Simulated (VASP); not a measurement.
# Ba (P6/mmm) in VASP: a series of runs

Runs on Ba. Level: PBE. Tasks: single point.

All numbers are computed with VASP 6.6.1; they aren't measurements. Logs are shortened: lines on timing, memory, paths and dates and some standing lists are left out, and cuts for length are marked.

## (1) The cell of the first run

It takes space group P6/mmm (No. 191, hexagonal). Conventional cell: a = 6.436 Å, b = 6.436 Å, c = 4.066 Å, α = 90.00°, β = 90.00°, γ = 120.00°. Within 4.9 Å of Ba (site symmetry -6m2) lie 5 Ba at 3.72 to 4.07 Å.

## (2) Single point, PBE (strain -0.080 along x and y, +0.040 along z)

INCAR

```
PREC = Accurate ; ENCUT = 520
EDIFF = 1E-6 ; ISMEAR = 0
SIGMA = 0.15 ; LREAL = False
LASPH = True ; NELM = 60
ALGO = Fast ; ISIF = 2
LWAVE = False ; LCHARG = False
GGA = PE ; NBANDS = 17
```

KPOINTS

```
regular mesh
0
Gamma
  9 9 12
```

POSCAR

```
Ba
1.0
    6.4363817076      0.0000000000      0.0000000000
   -3.2181908538      5.5740700672      0.0000000000
    0.0000000000      0.0000000000      4.0657692920
Ba
2
Direct
    0.3333333333      0.6666666667      0.5000000000
    0.6666666667      0.3333333333      0.5000000000
```

Potentials or basis: VASP PAW PBE potentials, release 64 (Ba_sv).

Launch:

```sh
$ cat potpaw_PBE.64/Ba_sv/POTCAR > POTCAR
$ mpirun -np 1 vasp_std > vasp.out
```

OUTCAR:

```text
PREC = Accurate
   ENCUT = 520
   EDIFF = 1E-6
   ISMEAR = 0
   LREAL = False
   LASPH = True
   NELM = 60
   ISIF = 2
   GGA = PE

 ion  position               nearest neighbor table
   1  0.333  0.667  0.500-   2 3.72   2 3.72   2 3.72
   2  0.667  0.333  0.500-   1 3.72   1 3.72   1 3.72

  LATTYP: Found a hexagonal cell.
 ALAT       =     6.4363817076
 C/A-ratio  =     0.6316855458

  Lattice vectors:

 A1 = (   6.4363817076,   0.0000000000,   0.0000000000)
 A2 = (  -3.2181908538,   5.5740700672,   0.0000000000)
 A3 = (   0.0000000000,   0.0000000000,   4.0657692920)

Analysis of symmetry for initial positions (statically):
=====================================================================
 Subroutine PRICEL returns:
 Original cell was already a primitive cell.

 Routine SETGRP: Setting up the symmetry group for a
 hexagonal supercell.

 Subroutine GETGRP returns: Found 24 space group operations
 (whereof 24 operations were pure point group operations)
 out of a pool of 24 trial point group operations.

The static configuration has the point symmetry D_6h.

Analysis of symmetry for dynamics (positions and initial velocities):
=====================================================================
 Subroutine PRICEL returns:
 Original cell was already a primitive cell.

 Routine SETGRP: Setting up the symmetry group for a
 hexagonal supercell.

 Subroutine GETGRP returns: Found 24 space group operations
 (whereof 24 operations were pure point group operations)
 out of a pool of 24 trial point group operations.

The dynamic configuration has the point symmetry D_6h.

 Subroutine INISYM returns: Found 24 space group operations
 (whereof 24 operations are pure point group operations),
 and found     1 'primitive' translations

----------------------------------------------------------------------------------------

                                     Primitive cell

  volume of cell :     145.8670

  direct lattice vectors                    reciprocal lattice vectors
     6.436381708  0.000000000  0.000000000     0.155366795  0.089701061  0.000000000
    -3.218190854  5.574070067  0.000000000     0.000000000  0.179402122  0.000000000
     0.000000000  0.000000000  4.065769292     0.000000000  0.000000000  0.245955913

  length of vectors
     6.436381708  6.436381708  4.065769292     0.179402122  0.179402122  0.245955913

  position of ions in fractional coordinates (direct lattice)
     0.333333333  0.666666667  0.500000000
     0.666666667  0.333333333  0.500000000

  ion indices of the primitive-cell ions
   primitive index   ion index
                 1           1
                 2           2

----------------------------------------------------------------------------------------

 KPOINTS: regular mesh

Automatic generation of k-mesh.
 Grid dimensions read from file:
 generate k-points for:    9    9   12

 Generating k-lattice:

  Cartesian coordinates                     Fractional coordinates (reciprocal lattice)
     0.017262977  0.009966785  0.000000000     0.111111111 -0.000000000  0.000000000
     0.000000000  0.019933569  0.000000000     0.000000000  0.111111111  0.000000000
     0.000000000  0.000000000  0.020496326     0.000000000  0.000000000  0.083333333

  Length of vectors
     0.019933569  0.019933569  0.020496326

  Shift w.r.t. Gamma in fractional coordinates (k-lattice)
     0.000000000  0.000000000  0.000000000

 Subroutine IBZKPT returns following result:
 ===========================================

 Found     84 irreducible k-points:

 Following reciprocal coordinates:
            Coordinates               Weight
  0.000000  0.000000  0.000000      1.000000
  0.111111 -0.000000  0.000000      6.000000
  0.222222 -0.000000  0.000000      6.000000
  0.333333 -0.000000  0.000000      6.000000
  0.444444 -0.000000  0.000000      6.000000
  0.111111  0.111111  0.000000      6.000000
[... 16 lines left out ...]
  0.333333  0.222222  0.083333     24.000000
  0.333333  0.333333  0.083333      4.000000
 [... further k-points ...]
   k-points           NKPTS =     84   k-points in BZ     NKDIM =     84   number of bands    NBANDS=     17
   number of dos      NEDOS =    301   number of ions     NIONS =      2
   total plane-waves  NPLWV =  69120
   dimension x,y,z NGX =    48 NGY =   48 NGZ =   30
   dimension x,y,z NGXF=    96 NGYF=   96 NGZF=   60
   ions per type =               2
   NGX,Y,Z   is equivalent  to a cutoff of  12.40, 12.40, 12.27 a.u.
   NGXF,Y,Z  is equivalent  to a cutoff of  24.80, 24.80, 24.53 a.u.
 SYSTEM =  unknown system
   PREC   = accura    normal or accurate (medium, high low for compatibility)
   ISTART =      0    job   : 0-new  1-cont  2-samecut
   ICHARG =      2    charge: 1-file 2-atom 10-const
   ISPIN  =      1    spin polarized calculation?
   LNONCOLLINEAR =      F non collinear calculations
   LSORBIT =      F    spin-orbit coupling
   LASPH  =      T    aspherical Exc in radial PAW
   ENCUT  =  520.0 eV  38.22 Ry    6.18 a.u.  11.97 11.97  7.56*2*pi/ulx,y,z
   NELM   =     60;   NELMIN=  2; NELMDL= -5     # of ELM steps
   EDIFF  = 0.1E-05   stopping-criterion for ELM
   LREAL  =      F    real-space projection
   EDIFFG = 0.1E-04   stopping-criterion for IOM
   NSW    =      0    number of steps for IOM
   IBRION =     -1    ionic relax: 0-MD 1-quasi-New 2-CG
   NFREE  =      0    steps in history (QN), initial steepest desc. (CG)
   ISIF   =      2    stress and relaxation
   ISYM   =      2    0-nonsym 1-usesym 2-fastsym
   POTIM  = 0.5000    time-step for ionic-motion
   TEBEG  =    0.0;   TEEND  =   0.0 temperature during run
   PSTRESS=    0.0 pullay stress
   NELECT =      20.0000    total number of electrons
   NUPDOWN=      -1.0000    fix difference up-down
   EMIN   =  10.00;   EMAX   =-10.00  energy-range for DOS
   EFERMI =   0.00;   METHOD = LEGACY
   ISMEAR =     0;   SIGMA  =   0.15  broadening in eV -4-tet -1-fermi 0-gaus
   EFERMI_NEDOS =   21; number of points for ismear=-14 and -15
   IALGO  =     68    algorithm
   IMIX   =      4    mixing-type and parameters
     AMIX     =   0.40;   BMIX     =  1.00
     AMIX_MAG =   1.60;   BMIX_MAG =  1.00
  volume/ion in A,a.u.               =      72.93       492.18
  Fermi-wavevector in a.u.,A,eV,Ry     =   0.844175  1.595260  9.695940  0.712632
  Thomas-Fermi vector in A             =   1.959161
   LORBIT       =      0    0 simple, 1 ext, 2 COOP (PROOUT), +10 PAW based schemes
   GGA     = PE    functional components
   LHFCALC =     F    Hartree Fock is set to
   AEXX    =    0.0000 exact exchange contribution
   IVDW    =     0    specifies the selected vdW correction
   LEPSILON=     F    determine dielectric tensor
   LRPA    =     F    only Hartree local field effects (RPA)
 non-spin polarized calculation
 RMM-DIIS sequential band-by-band and
 Gauss-broadening in eV      SIGMA  =   0.15
  energy-cutoff  :      520.00
  volume of cell :      145.87
 maximum number of plane-waves:      3954
 NGX is ok and might be reduce to    48
   NGX = 23   NGY = 23   NGZ = 15

 number of electron      20.0000001 magnetization

 Free energy of the ion-electron system (eV)
  ---------------------------------------------------
  ext. energy  EPLUGINS =         0.00000000
  ---------------------------------------------------
  free energy    TOTEN  =        -2.18942455 eV

  energy without entropy =       -2.12919998  energy(sigma->0) =       -2.15931226

 E-fermi :   0.9530     XC(G=0):  -6.8131

 val. band max:        0.9445998548   @ k =   0.4444  -0.0000   0.1667
 cond. band min:       0.9534491901   @ k =   0.3333  -0.0000   0.0000
 fundamental gap:      0.0088493353
 Fermi energy:         0.9530453797

 k-point     1 :       0.0000    0.0000    0.0000
  band No.  band energies     occupation
      1     -28.3575      2.00000
      2     -28.1838      2.00000
      3     -13.9122      2.00000
      4     -13.9122      2.00000
      5     -13.1897      2.00000
      6     -13.1719      2.00000
[... 9 lines left out ...]
     16       3.5897      0.00000
     17       3.5898      0.00000

 k-point     2 :       0.1111   -0.0000    0.0000
  band No.  band energies     occupation
      1     -28.3530      2.00000
      2     -28.1886      2.00000
      3     -13.9202      2.00000
      4     -13.8967      2.00000
      5     -13.1889      2.00000
      6     -13.1849      2.00000
[... 9 lines left out ...]
     16       3.5623      0.00000
     17       3.6078      0.00000

 k-point     3 :       0.2222   -0.0000    0.0000
  band No.  band energies     occupation
      1     -28.3402      2.00000
      2     -28.2020      2.00000
      3     -13.9394      2.00000
      4     -13.8537      2.00000
      5     -13.2355      2.00000
      6     -13.1713      2.00000
[... 9 lines left out ...]
     16       3.4970      0.00000
     17       3.6539      0.00000

 k-point     4 :       0.3333   -0.0000    0.0000
  band No.  band energies     occupation
      1     -28.3215      2.00000
      2     -28.2213      2.00000
      3     -13.9600      2.00000
      4     -13.7957      2.00000
      5     -13.2976      2.00000
      6     -13.1516      2.00000
[... 9 lines left out ...]
     16       3.4308      0.00000
     17       3.7055      0.00000

 k-point     5 :       0.4444   -0.0000    0.0000
  band No.  band energies     occupation
      1     -28.3039      2.00000
      2     -28.2394      2.00000
      3     -13.9728      2.00000
      4     -13.7485      2.00000
      5     -13.3473      2.00000
      6     -13.1330      2.00000
[... 9 lines left out ...]
     16       3.3912      0.00000
     17       3.7504      0.00000

 k-point     6 :       0.1111    0.1111    0.0000
  band No.  band energies     occupation
      1     -28.3443      2.00000
      2     -28.1977      2.00000
      3     -13.9353      2.00000
      4     -13.8654      2.00000
      5     -13.2228      2.00000
      6     -13.1757      2.00000
[... 9 lines left out ...]
     16       3.5068      0.00000
     17       3.6505      0.00000

 k-point     7 :       0.2222    0.1111    0.0000
  band No.  band energies     occupation
      1     -28.3283      2.00000
      2     -28.2143      2.00000
      3     -13.9582      2.00000
      4     -13.8084      2.00000
      5     -13.2838      2.00000
      6     -13.1588      2.00000
[... 9 lines left out ...]
     16       3.4258      0.00000
     17       3.7295      0.00000

 k-point     8 :       0.3333    0.1111    0.0000
  band No.  band energies     occupation
      1     -28.3088      2.00000
      2     -28.2344      2.00000
      3     -13.9773      2.00000
      4     -13.7444      2.00000
      5     -13.3514      2.00000
      6     -13.1382      2.00000
[... 9 lines left out ...]
     16       3.3610      0.00000
     17       3.8088      0.00000
[... 203 lines left out ...]
      1     -28.3256      2.00000
      2     -28.2117      2.00000
      3     -13.9534      2.00000
      4     -13.8038      2.00000
      5     -13.2805      2.00000
      6     -13.1982      2.00000
[... 9 lines left out ...]
     16       3.3426      0.00000
     17       3.6795      0.00000

 k-point    20 :       0.3333    0.1111    0.0833
  band No.  band energies     occupation
      1     -28.3061      2.00000
      2     -28.2317      2.00000
      3     -13.9724      2.00000
      4     -13.7398      2.00000
      5     -13.3479      2.00000
      6     -13.1770      2.00000
[... 9 lines left out ...]
     16       3.4749      0.00000
     17       3.7935      0.00000

 k-point    21 :       0.4444    0.1111    0.0833
  band No.  band energies     occupation
      1     -28.2944      2.00000
      2     -28.2436      2.00000
      3     -13.9797      2.00000
      4     -13.7075      2.00000
      5     -13.3815      2.00000
      6     -13.1644      2.00000
[... 9 lines left out ...]
     16       3.6168      0.00000
     17       3.9614      0.00000

 k-point    22 :       0.2222    0.2222    0.0833
  band No.  band energies     occupation
      1     -28.3078      2.00000
      2     -28.2299      2.00000
      3     -13.9779      2.00000
      4     -13.7293      2.00000
      5     -13.3587      2.00000
      6     -13.1790      2.00000
[... 9 lines left out ...]
     16       3.2166      0.00000
     17       4.0582      0.00000

 k-point    23 :       0.3333    0.2222    0.0833
  band No.  band energies     occupation
      1     -28.2888      2.00000
      2     -28.2493      2.00000
      3     -13.9938      2.00000
      4     -13.6523      2.00000
      5     -13.4382      2.00000
      6     -13.1584      2.00000
[... 9 lines left out ...]
     16       3.3253      0.00000
     17       3.7702      0.00000

 k-point    24 :       0.3333    0.3333    0.0833
  band No.  band energies     occupation
      1     -28.2691      2.00000
      2     -28.2691      2.00000
      3     -14.0027      2.00000
      4     -13.5458      2.00000
      5     -13.5458      2.00000
      6     -13.1370      2.00000
[... 9 lines left out ...]
     16       3.0945      0.00000
     17       3.3863      0.00000

 [... further k-points ...]
[... 5 lines left out ...]
  --------------------------------------------------------------------------------------
  -------------------------------------------------------------------------------------
  Total        1.3693547      1.3693547     -1.3022904      0.0000000      0.0000000      0.0000000
  in kB       15.0407532     15.0407532    -14.3041305      0.0000000      0.0000000      0.0000000
  external PRESSURE =       5.2591253 kB  Pullay stress =       0.0000000 kB

 VOLUME and BASIS-vectors are now :
 -----------------------------------------------------------------------------
  energy-cutoff  :      520.00
  volume of cell :      145.87
      direct lattice vectors                 reciprocal lattice vectors
     6.436381708  0.000000000  0.000000000     0.155366795  0.089701061  0.000000000
    -3.218190854  5.574070067  0.000000000     0.000000000  0.179402122  0.000000000
     0.000000000  0.000000000  4.065769292     0.000000000  0.000000000  0.245955913

 POSITION                                       TOTAL-FORCE (eV/Angst)
 -----------------------------------------------------------------------------------
     -0.00000      3.71605      2.03288         0.000000     -0.000000      0.000000
      3.21819      1.85802      2.03288        -0.000000      0.000000      0.000000
 -----------------------------------------------------------------------------------
    total drift:                               -0.000000      0.000000     -0.000000

  FREE ENERGIE OF THE ION-ELECTRON SYSTEM (eV)
  ---------------------------------------------------
  free  energy   TOTEN  =        -2.1894245468 eV

  energy  without entropy=       -2.1291999806  energy(sigma->0) =       -2.15931226
```

Wall time 2.4 min (1 thread of Intel Xeon Platinum 8375C at 2.90GHz (Ice Lake), shared host); peak memory 0.36 GiB.

What came out:

```yaml
Free_energy: -2.1894 eV
Pressure: 0.5 GPa
Band_gap_on_the_k_mesh: zero (band 10 reaches 1.54 eV, above the bottom of band 11 at 0.31 eV)
```

Caveat: the cell differs from its parent crystal (strain -0.080 along x and y, +0.040 along z); spin-orbit coupling is left out, which moves the levels of the heavy elements.

## (3) Single point, PBE (strain -0.080 along x and y, +0.080 along z)

INCAR

```
SYSTEM = Ba
  ALGO = Fast
  EDIFF = 1E-6
  ENCUT = 520
  GGA = PE
  ISIF = 2
  ISMEAR = 0
  LASPH = .TRUE.
  LCHARG = .FALSE.
  LREAL = .FALSE.
  LWAVE = .FALSE.
  NBANDS = 17
  NELM = 80
  PREC = Accurate
  SIGMA = 0.15
```

KPOINTS

```
k-points
0
G
  9 9 12
  0 0 0
```

Changes to POSCAR since step 2:

```diff
@@ -4,3 +4,3 @@
    -3.2181908538      5.5740700672      0.0000000000
-    0.0000000000      0.0000000000      4.0657692920
+    0.0000000000      0.0000000000      4.2221450340
 Ba
```

Potentials or basis: VASP PAW PBE potentials, release 64 (Ba_sv).

Launch:

```sh
$ cat potpaw_PBE.64/Ba_sv/POTCAR > POTCAR
$ mpirun -np 1 vasp_std > vasp.out
```

Wall time 2.5 min (1 thread of Intel Xeon Platinum 8375C at 2.90GHz (Ice Lake), shared host); peak memory 0.37 GiB.

Results (log left out):

```yaml
Free_energy: -2.1306 eV
Pressure: 0.4 GPa
Band_gap_on_the_k_mesh: zero (band 10 reaches 1.44 eV, above the bottom of band 11 at 0.22 eV)
```

Stress tensor (GPa, compression positive):
```
 1.57  0.00  0.00
 0.00  1.57  0.00
 0.00  0.00 -1.89
```

Levels at points of the mesh, in eV from the Fermi level:
| k point | band 7 | band 8 | band 9 | band 10 | band 11 | band 12 | band 13 | band 14 |
| --- | --- | --- | --- | --- | --- | --- | --- | --- |
| (0.00, 0.00, 0.00) | -14.18 | -14.09 | -2.27 | 0.04 | 0.88 | 0.88 | 0.90 | 1.46 |
| (0.00, 0.00, 0.50) | -14.14 | -14.14 | -0.57 | -0.06 | -0.06 | 0.68 | 1.68 | 1.68 |

Caveat: the cell differs from its parent crystal (strain -0.080 along x and y, +0.080 along z); spin-orbit coupling is left out, which moves the levels of the heavy elements.

(Part 1 of 2 ends here.)
